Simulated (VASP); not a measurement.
# Li16H (a cell with a defect) in VASP: further runs

Li16H (a cell with a defect) is run at these levels: LDA; tasks: single point.

All numbers are computed with VASP 6.6.1; they aren't measurements. Logs are shortened: lines on timing, memory, paths and dates and some standing lists are left out, and cuts for length are marked.

## (1) The cell of the first run

The cell holds a defect, 17 atoms: a = 6.980 Å, b = 6.980 Å, c = 6.980 Å, α = 90.00°, β = 90.00°, γ = 90.00°.

## (2) Single point, LDA

INCAR reads:

```
PREC = Accurate
ENCUT = 520
EDIFF = 1E-6
ISMEAR = -1
SIGMA = 0.15
LREAL = Auto
LASPH = True
NELM = 60
ALGO = Normal
ISIF = 2
LWAVE = False
LCHARG = False
GGA = CA
NBANDS = 38
```

KPOINTS reads:

```
regular mesh
0
Gamma
  3 3 3
```

POSCAR reads:

```
Li16H
1.0
    6.9800000000      0.0000000000      0.0000000000
    0.0000000000      6.9800000000      0.0000000000
    0.0000000000      0.0000000000      6.9800000000
Li H
16 1
Direct
    0.0148567335      0.0166905444     -0.0200429799
    0.6112177650      0.0885243553      0.1193266476
    0.0093839542      0.5374212034      0.0054154728
    0.1094126074      0.0476217765      0.5475787966
    0.2553581662      0.3580802292      0.2596131805
    0.5173065903      0.5290830946      0.0562607450
    0.4734097421     -0.0615616046      0.4690687679
    0.7894985673      0.3389255014      0.2302578797
   -0.0144269341      0.3963610315      0.5048280802
    0.2630229226      0.7362320917      0.1917765043
    0.3342406877      0.2087965616      0.8379083095
    0.4886962751      0.4577507163      0.4788681948
    0.7776074499      0.6447851003      0.3574212034
    0.7831232092      0.3176074499      0.8283237822
    0.2302292264      0.7156303725      0.7672922636
    0.6980515759      0.7080802292      0.7683381089
    0.5886103152     -0.1442120344      0.2448853868
```

Potentials or basis: VASP PAW LDA potentials, release 64 (Li_sv, H).

On the command line:

```
cat potpaw_LDA.64/Li_sv/POTCAR potpaw_LDA.64/H/POTCAR > POTCAR
mpirun -np 1 vasp_std > vasp.out
```

OUTCAR:

```text
PREC = Accurate
   ENCUT = 520
   EDIFF = 1E-6
   ISMEAR = -1
   LREAL = Auto
   LASPH = True
   NELM = 60
   ISIF = 2
   GGA = CA

 ion  position               nearest neighbor table
   1  0.015  0.017  0.980-
   2  0.611  0.089  0.119-   8 2.28
   3  0.009  0.537  0.005-  14 2.53  15 2.59   8 2.60  10 2.60
   4  0.109  0.048  0.548-   9 2.60
   5  0.255  0.358  0.260-  12 2.34   9 2.56
   6  0.517  0.529  0.056-  10 2.48
   7  0.473  0.938  0.469-
   8  0.789  0.339  0.230-   2 2.28  13 2.31   9 2.39   3 2.60
   9  0.986  0.396  0.505-   8 2.39  13 2.48   5 2.56   4 2.60
  10  0.263  0.736  0.192-   6 2.48   3 2.60
  11  0.334  0.209  0.838-
  12  0.489  0.458  0.479-   5 2.34  13 2.55
  13  0.778  0.645  0.357-   8 2.31   9 2.48  12 2.55
  14  0.783  0.318  0.828-   3 2.53
  15  0.230  0.716  0.767-   3 2.59
  16  0.698  0.708  0.768-
  17  0.589  0.856  0.245-

  LATTYP: Found a simple cubic cell.
 ALAT       =     6.9800000000

  Lattice vectors:

 A1 = (   6.9800000000,   0.0000000000,   0.0000000000)
 A2 = (   0.0000000000,   6.9800000000,   0.0000000000)
 A3 = (   0.0000000000,   0.0000000000,   6.9800000000)

Analysis of symmetry for initial positions (statically):
=====================================================================
 Subroutine PRICEL returns:
 Original cell was already a primitive cell.

 Routine SETGRP: Setting up the symmetry group for a
 simple cubic supercell.

 Subroutine GETGRP returns: Found  1 space group operations
 (whereof  1 operations were pure point group operations)
 out of a pool of 48 trial point group operations.

The static configuration has the point symmetry C_1 .

Analysis of symmetry for dynamics (positions and initial velocities):
=====================================================================
 Subroutine PRICEL returns:
 Original cell was already a primitive cell.

 Routine SETGRP: Setting up the symmetry group for a
 simple cubic supercell.

 Subroutine GETGRP returns: Found  1 space group operations
 (whereof  1 operations were pure point group operations)
 out of a pool of 48 trial point group operations.

The dynamic configuration has the point symmetry C_1 .

 Subroutine INISYM returns: Found  1 space group operations
 (whereof  1 operations are pure point group operations),
 and found     1 'primitive' translations

----------------------------------------------------------------------------------------

                                     Primitive cell

  volume of cell :     340.0684

  direct lattice vectors                    reciprocal lattice vectors
     6.980000000  0.000000000  0.000000000     0.143266476  0.000000000  0.000000000
     0.000000000  6.980000000  0.000000000     0.000000000  0.143266476  0.000000000
     0.000000000  0.000000000  6.980000000     0.000000000  0.000000000  0.143266476

  length of vectors
     6.980000000  6.980000000  6.980000000     0.143266476  0.143266476  0.143266476

  position of ions in fractional coordinates (direct lattice)
     0.014856733  0.016690544  0.979957020
     0.611217765  0.088524355  0.119326648
     0.009383954  0.537421203  0.005415473
     0.109412607  0.047621777  0.547578797
     0.255358166  0.358080229  0.259613180
     0.517306590  0.529083095  0.056260745
[... 9 lines left out ...]
     0.698051576  0.708080229  0.768338109
     0.588610315  0.855787966  0.244885387

  ion indices of the primitive-cell ions
   primitive index   ion index
                 1           1
                 2           2
                 3           3
                 4           4
                 5           5
                 6           6
[... 9 lines left out ...]
                16          16
                17          17

----------------------------------------------------------------------------------------

 KPOINTS: regular mesh

Automatic generation of k-mesh.
 Grid dimensions read from file:
 generate k-points for:    3    3    3

 Generating k-lattice:

  Cartesian coordinates                     Fractional coordinates (reciprocal lattice)
     0.047755492  0.000000000  0.000000000     0.333333333  0.000000000  0.000000000
     0.000000000  0.047755492  0.000000000     0.000000000  0.333333333  0.000000000
     0.000000000  0.000000000  0.047755492     0.000000000  0.000000000  0.333333333

  Length of vectors
     0.047755492  0.047755492  0.047755492

  Shift w.r.t. Gamma in fractional coordinates (k-lattice)
     0.000000000  0.000000000  0.000000000

 Subroutine IBZKPT returns following result:
 ===========================================

 Found     14 irreducible k-points:

 Following reciprocal coordinates:
            Coordinates               Weight
  0.000000  0.000000  0.000000      1.000000
  0.333333  0.000000  0.000000      2.000000
  0.000000  0.333333  0.000000      2.000000
  0.000000  0.000000  0.333333      2.000000
  0.333333  0.333333  0.000000      2.000000
  0.000000  0.333333  0.333333      2.000000
  0.333333  0.000000  0.333333      2.000000
 -0.333333  0.333333  0.000000      2.000000
 -0.333333  0.000000  0.333333      2.000000
  0.000000 -0.333333  0.333333      2.000000
  0.333333  0.333333  0.333333      2.000000
 -0.333333  0.333333  0.333333      2.000000
 -0.333333 -0.333333  0.333333      2.000000
  0.333333 -0.333333  0.333333      2.000000
   k-points           NKPTS =     14   k-points in BZ     NKDIM =     14   number of bands    NBANDS=     38
   number of dos      NEDOS =    301   number of ions     NIONS =     17
   total plane-waves  NPLWV = 157464
   dimension x,y,z NGX =    54 NGY =   54 NGZ =   54
   dimension x,y,z NGXF=   108 NGYF=  108 NGZF=  108
   ions per type =              16   1
   NGX,Y,Z   is equivalent  to a cutoff of  12.86, 12.86, 12.86 a.u.
   NGXF,Y,Z  is equivalent  to a cutoff of  25.72, 25.72, 25.72 a.u.
 SYSTEM =  unknown system
   PREC   = accura    normal or accurate (medium, high low for compatibility)
   ISTART =      0    job   : 0-new  1-cont  2-samecut
   ICHARG =      2    charge: 1-file 2-atom 10-const
   ISPIN  =      1    spin polarized calculation?
   LNONCOLLINEAR =      F non collinear calculations
   LSORBIT =      F    spin-orbit coupling
   LASPH  =      T    aspherical Exc in radial PAW
   ENCUT  =  520.0 eV  38.22 Ry    6.18 a.u.  12.98 12.98 12.98*2*pi/ulx,y,z
   NELM   =     60;   NELMIN=  2; NELMDL= -5     # of ELM steps
   EDIFF  = 0.1E-05   stopping-criterion for ELM
   LREAL  =      T    real-space projection
   EDIFFG = 0.1E-04   stopping-criterion for IOM
   NSW    =      0    number of steps for IOM
   IBRION =     -1    ionic relax: 0-MD 1-quasi-New 2-CG
   NFREE  =      0    steps in history (QN), initial steepest desc. (CG)
   ISIF   =      2    stress and relaxation
   ISYM   =      2    0-nonsym 1-usesym 2-fastsym
   POTIM  = 0.5000    time-step for ionic-motion
   TEBEG  =    0.0;   TEEND  =   0.0 temperature during run
   PSTRESS=    0.0 pullay stress
   NELECT =      49.0000    total number of electrons
   NUPDOWN=      -1.0000    fix difference up-down
   EMIN   =  10.00;   EMAX   =-10.00  energy-range for DOS
   EFERMI =   0.00;   METHOD = LEGACY
   ISMEAR =    -1;   SIGMA  =   0.15  broadening in eV -4-tet -1-fermi 0-gaus
   EFERMI_NEDOS =   21; number of points for ismear=-14 and -15
   IALGO  =     38    algorithm
   IMIX   =      4    mixing-type and parameters
     AMIX     =   0.40;   BMIX     =  1.00
     AMIX_MAG =   1.60;   BMIX_MAG =  1.00
  volume/ion in A,a.u.               =      20.00       134.99
  Fermi-wavevector in a.u.,A,eV,Ry     =   0.858258  1.621873 10.022155  0.736608
  Thomas-Fermi vector in A             =   1.975436
   LORBIT       =      0    0 simple, 1 ext, 2 COOP (PROOUT), +10 PAW based schemes
   GGA     = CA    functional components
   LHFCALC =     F    Hartree Fock is set to
   AEXX    =    0.0000 exact exchange contribution
   IVDW    =     0    specifies the selected vdW correction
   LEPSILON=     F    determine dielectric tensor
   LRPA    =     F    only Hartree local field effects (RPA)
 non-spin polarized calculation
  energy-cutoff  :      520.00
  volume of cell :      340.07
 maximum number of plane-waves:      9180
 NGX is ok and might be reduce to    54
   NGX = 25   NGY = 25   NGZ = 25

 number of electron      49.0000005 magnetization

 Free energy of the ion-electron system (eV)
  ---------------------------------------------------
  ext. energy  EPLUGINS =         0.00000000
  ---------------------------------------------------
  free energy    TOTEN  =       -33.78631062 eV

  energy without entropy =      -33.27479127  energy(sigma->0) =      -33.53055095

 E-fermi :   0.4580     XC(G=0):  -7.0100

 val. band max:        0.4059802630   @ k =   0.0000   0.3333   0.3333
 cond. band min:       0.4631731959   @ k =  -0.3333   0.0000   0.3333
 fundamental gap:      0.0571929330
 Fermi energy:         0.4580391464

 k-point     1 :       0.0000    0.0000    0.0000
  band No.  band energies     occupation
      1     -45.5699      2.00000
      2     -45.5553      2.00000
      3     -45.4545      2.00000
      4     -45.4436      2.00000
      5     -45.4359      2.00000
      6     -45.3885      2.00000
[... 28 lines left out ...]
     35       3.1824      0.00000
     36       3.5003      0.00000

 k-point     2 :       0.3333    0.0000    0.0000
  band No.  band energies     occupation
      1     -45.5699      2.00000
      2     -45.5553      2.00000
      3     -45.4544      2.00000
      4     -45.4437      2.00000
      5     -45.4360      2.00000
      6     -45.3884      2.00000
[... 28 lines left out ...]
     35       3.2915      0.00000
     36       3.5598      0.00000

 k-point     3 :       0.0000    0.3333    0.0000
  band No.  band energies     occupation
      1     -45.5699      2.00000
      2     -45.5553      2.00000
      3     -45.4544      2.00000
      4     -45.4437      2.00000
      5     -45.4359      2.00000
      6     -45.3883      2.00000
[... 28 lines left out ...]
     35       3.5076      0.00000
     36       3.6507      0.00000

 k-point     4 :       0.0000    0.0000    0.3333
  band No.  band energies     occupation
      1     -45.5699      2.00000
      2     -45.5553      2.00000
      3     -45.4545      2.00000
      4     -45.4436      2.00000
      5     -45.4360      2.00000
      6     -45.3885      2.00000
[... 28 lines left out ...]
     35       3.4164      0.00000
     36       3.7459      0.00000

 k-point     5 :       0.3333    0.3333    0.0000
  band No.  band energies     occupation
      1     -45.5699      2.00000
      2     -45.5553      2.00000
      3     -45.4543      2.00000
      4     -45.4438      2.00000
      5     -45.4359      2.00000
      6     -45.3882      2.00000
[... 265 lines left out ...]
 k-point    12 :      -0.3333    0.3333    0.3333
  band No.  band energies     occupation
      1     -45.5699      2.00000
      2     -45.5553      2.00000
      3     -45.4543      2.00000
      4     -45.4438      2.00000
      5     -45.4360      2.00000
      6     -45.3882      2.00000
[... 28 lines left out ...]
     35       3.3697      0.00000
     36       3.8570      0.00000

 k-point    13 :      -0.3333   -0.3333    0.3333
  band No.  band energies     occupation
      1     -45.5699      2.00000
      2     -45.5553      2.00000
      3     -45.4543      2.00000
      4     -45.4438      2.00000
      5     -45.4360      2.00000
      6     -45.3882      2.00000
[... 28 lines left out ...]
     35       3.4819      0.00000
     36       3.8038      0.00000

 k-point    14 :       0.3333   -0.3333    0.3333
  band No.  band energies     occupation
      1     -45.5699      2.00000
      2     -45.5553      2.00000
      3     -45.4543      2.00000
      4     -45.4438      2.00000
      5     -45.4360      2.00000
      6     -45.3882      2.00000
[... 28 lines left out ...]
     35       3.4615      0.00000
     36       3.6928      0.00000
 [bands above 36 left out]

------------------------ aborting loop because EDIFF is reached ----------------------------------------

  FORCE on cell =-STRESS in cart. coord.  units (eV):
  Direction    XX          YY          ZZ          XY          YZ          ZX
  --------------------------------------------------------------------------------------
  -------------------------------------------------------------------------------------
  Total        0.6163953      0.1501863      1.0150164      0.9417491     -0.0743930     -0.1540660
  in kB        2.9040469      0.7075787      4.7820859      4.4368990     -0.3504904     -0.7258572
  external PRESSURE =       2.7979039 kB  Pullay stress =       0.0000000 kB

 VOLUME and BASIS-vectors are now :
 -----------------------------------------------------------------------------
  energy-cutoff  :      520.00
  volume of cell :      340.07
      direct lattice vectors                 reciprocal lattice vectors
     6.980000000  0.000000000  0.000000000     0.143266476  0.000000000  0.000000000
     0.000000000  6.980000000  0.000000000     0.000000000  0.143266476  0.000000000
     0.000000000  0.000000000  6.980000000     0.000000000  0.000000000  0.143266476

 POSITION                                       TOTAL-FORCE (eV/Angst)
 -----------------------------------------------------------------------------------
      0.10370      0.11650      6.84010        -0.074656     -0.035961      0.234508
      4.26630      0.61790      0.83290        -0.513025     -0.863625     -0.046217
      0.06550      3.75120      0.03780         0.042760     -0.114222     -0.034873
      0.76370      0.33240      3.82210        -0.439965     -0.284306     -0.166385
      1.78240      2.49940      1.81210        -0.381493     -0.814848     -0.450042
      3.61080      3.69300      0.39270         0.222126      0.127932     -0.230702
[... 9 lines left out ...]
      4.87240      4.94240      5.36300         0.201179      0.377973      0.006828
      4.10850      5.97340      1.70930        -0.156075     -0.280167      0.112779
 -----------------------------------------------------------------------------------
    total drift:                                0.007262      0.008805     -0.004119

  FREE ENERGIE OF THE ION-ELECTRON SYSTEM (eV)
  ---------------------------------------------------
  free  energy   TOTEN  =       -33.7863106239 eV

  energy  without entropy=      -33.2747912744  energy(sigma->0) =      -33.53055095
```

Wall time 3.8 min (1 thread of Oxide Virtual Turin-like, shared host); peak memory 0.31 GiB.

What came out:

- Free energy: -33.7863 eV
- Largest force: 1.632 eV/Å

Forces in eV/Å, atoms in the order of the input:
```
Li  -0.075 -0.036  0.235
Li  -0.513 -0.864 -0.046
Li   0.043 -0.114 -0.035
Li  -0.440 -0.284 -0.166
Li  -0.381 -0.815 -0.450
Li   0.222  0.128 -0.231
Li   0.383  0.152 -0.039
Li   0.205 -0.603 -0.121
Li   0.444  0.376  0.808
Li   0.122  0.749  0.478
Li   0.033  0.246 -0.127
Li   0.039 -0.177  0.806
Li  -0.052  1.600 -0.321
Li  -0.254 -0.316 -0.526
Li   0.178 -0.139 -0.383
Li   0.201  0.378  0.007
H   -0.156 -0.280  0.113
```

Levels at points of the mesh, in eV from the Fermi level:
| k point | band 20 | band 21 | band 22 | band 23 | band 24 | band 25 | band 26 | band 27 | band 28 | band 29 |
| --- | --- | --- | --- | --- | --- | --- | --- | --- | --- | --- |
| (0.00, 0.00, 0.00) | -1.17 | -1.11 | -1.07 | -1.05 | -0.23 | 0.09 | 0.26 | 0.34 | 0.62 | 0.65 |

Caveat: the cutoff is under 1.25 times the usual one of these potentials, so pressure, stress and relaxed cells hold a basis-set (Pulay) error.

## (3) Single point, LDA

INCAR reads:

```
SYSTEM = Li16H
ALGO     = Normal         ! electronic algorithm
EDIFF    = 1E-7           ! SCF threshold, eV
ENCUT    = 520            ! plane-wave cutoff, eV
GGA      = CA             ! functional
ISIF     = 2              ! what is computed and relaxed
ISMEAR   = -1             ! smearing method
LASPH    = .True.         ! aspherical terms in the spheres
LCHARG   = .False.        ! write CHGCAR
LREAL    = Auto         
LWAVE    = .False.        ! write WAVECAR
NBANDS   = 38             ! bands
NELM     = 80             ! most SCF steps
PREC     = Accurate       ! precision mode
SIGMA    = 0.15           ! smearing width, eV
```

KPOINTS reads:

```
k-points
0
Gamma
  3 3 3
  0 0 0
```

POSCAR reads:

```
Li16H
1.0
    6.9800000000      0.0000000000      0.0000000000
    0.0000000000      6.9800000000      0.0000000000
    0.0000000000      0.0000000000      6.9800000000
Li H
16 1
Direct
    0.0480659026      0.0405587393      0.0106446991
    0.6387965616      0.0515472779      0.2206590258
    0.0669340974      0.5229799427     -0.0081661891
    0.0878510029      0.0346275072      0.5583094556
    0.2165329513      0.2785243553      0.2208452722
    0.5265042980      0.5045988539      0.0465616046
    0.5174068768     -0.0672922636      0.5152578797
    0.8190401146      0.3347277937      0.2378653295
   -0.0286819484      0.3623209169      0.4815472779
    0.2517191977      0.7720773639      0.1836246418
    0.4000859599      0.1949283668      0.8765902579
    0.5008022923      0.4115759312      0.4981948424
    0.7619197708      0.6537822350      0.3494412607
    0.7616045845      0.2793409742      0.7655587393
    0.2071203438      0.6760744986      0.7335959885
    0.7112464183      0.7619914040      0.7647707736
    0.5174355301     -0.2667765043      0.2308739255
```

Potentials or basis: VASP PAW LDA potentials, release 64 (Li_sv, H).

On the command line:

```
cat potpaw_LDA.64/Li_sv/POTCAR potpaw_LDA.64/H/POTCAR > POTCAR
mpirun -np 1 vasp_std > vasp.out
```

Wall time 4.8 min (1 thread of Oxide Virtual Turin-like, shared host); peak memory 0.31 GiB.

The run converged. Its results:

| Quantity | Value |
| --- | --- |
| Free energy | -33.6005 eV |
| Largest force | 1.531 eV/Å |

Forces on the atoms (eV/Å):
```
Li  -0.543 -0.181 -0.333
Li  -0.202 -0.402 -0.639
Li  -0.755 -0.467  0.051
Li  -0.104 -0.364 -0.051
Li   0.632 -0.077  0.334
Li  -0.064  0.488  0.135
Li  -0.544  0.095  0.039
Li  -0.352 -0.493 -1.252
Li   0.759  0.638  1.166
Li   0.441  0.062  0.506
Li  -0.300 -0.301 -0.307
Li  -0.315 -0.004  0.036
Li   0.052  0.887 -0.158
Li   0.159 -0.098  0.250
Li   0.379  0.142 -0.512
Li   0.404 -0.167  0.468
H    0.351  0.243  0.268
```

Levels at points of the mesh, in eV from the Fermi level:
| k point | band 22 | band 23 | band 24 | band 25 | band 26 | band 27 |
| --- | --- | --- | --- | --- | --- | --- |
| (0.00, 0.00, 0.00) | -1.08 | -0.95 | -0.21 | 0.11 | 0.28 | 0.45 |

Caveat: the cutoff is under 1.25 times the usual one of these potentials, so pressure, stress and relaxed cells hold a basis-set (Pulay) error.

(Part 1 of 2 ends here.)
